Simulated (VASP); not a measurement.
Na3N2, 5 atoms in the cell. The structure is tetragonal, space group P4/mmm (No. 123). Conventional cell: a = 6.562 Å, b = 6.562 Å, c = 8.478 Å, α = 90.00°, β = 90.00°, γ = 90.00°. Na (site symmetry mmm) has 2 Na at 3.28 Å within 4.3 Å. Na (site symmetry 4/mmm) has 4 Na at 3.28 Å and 2 N at 3.69 Å within 4.3 Å. N (site symmetry 4mm) has 1 N at 1.11 Å within 1.5 Å. 

- Program: VASP 6.6.1
- Task: single point
- Functional: PBE
- Potentials or basis: VASP PAW PBE potentials, release 64 (Na_pv, N)
- Cutoff: 520 eV
- k mesh: 6 × 6 × 6
- Occupations: gaussian, width 0.1 eV
- Spin: no spin polarisation
- Dipole correction: no
- Further INCAR settings: ALGO = Normal; EDIFF = 1e-06; NBANDS = 24

Potentials or basis: VASP PAW PBE potentials, release 64 (Na_pv, N).

The run is started by

```bash
$ cat potpaw_PBE.64/Na_pv/POTCAR potpaw_PBE.64/N/POTCAR > POTCAR
$ mpirun -np 1 vasp_std > vasp.out
```

Hardware: 1 thread of Intel(R) Xeon(R) Platinum 8375C CPU @ 2.90GHz (Ice Lake), on a shared host.

**Question.** Estimate the wall time of this run.

**Answer.** It took 4.1 min on 1 thread of Intel(R) Xeon(R) Platinum 8375C CPU @ 2.90GHz (Ice Lake) (shared host), peak memory 0.58 GiB. Counts: scf iterations 16, k points 40.
